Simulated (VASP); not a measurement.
Here is a VASP 6.6.1 calculation.

File INCAR:

```
PREC = Accurate
ENCUT = 500
EDIFF = 1E-6
ISMEAR = 0
SIGMA = 0.05
LREAL = False
LASPH = True
NELM = 120
ALGO = Normal
ISIF = 2
LWAVE = False
LCHARG = False
GGA = RP
NBANDS = 11
GGA_COMPAT = False
```

The input KPOINTS:

```
regular mesh
0
Gamma
  8 8 8
```

File POSCAR:

```
BAs
1.0
    0.0000000000      2.3885011289      2.3885011289
    2.3885011289      0.0000000000      2.3885011289
    2.3885011289      2.3885011289      0.0000000000
B As
1 1
Direct
    0.0000000000      0.0000000000      0.0000000000
    0.7500000000      0.7500000000      0.7500000000
```

Potentials or basis: VASP PAW PBE potentials, release 64 (B, As).

Command:

```bash
$ cat potpaw_PBE.64/B/POTCAR potpaw_PBE.64/As/POTCAR > POTCAR
$ mpirun -np 1 vasp_std > vasp.out
```

Problem. Estimate the band gap on the k mesh.

Solution. 1.22 eV, indirect (least direct gap 3.28 eV).

Problem. What does it give for the pressure?

Solution. 6.0 GPa.

Caveat: the PAW data sets were made with another functional, which shifts forces and pressure a little. A k mesh can miss the band edges.
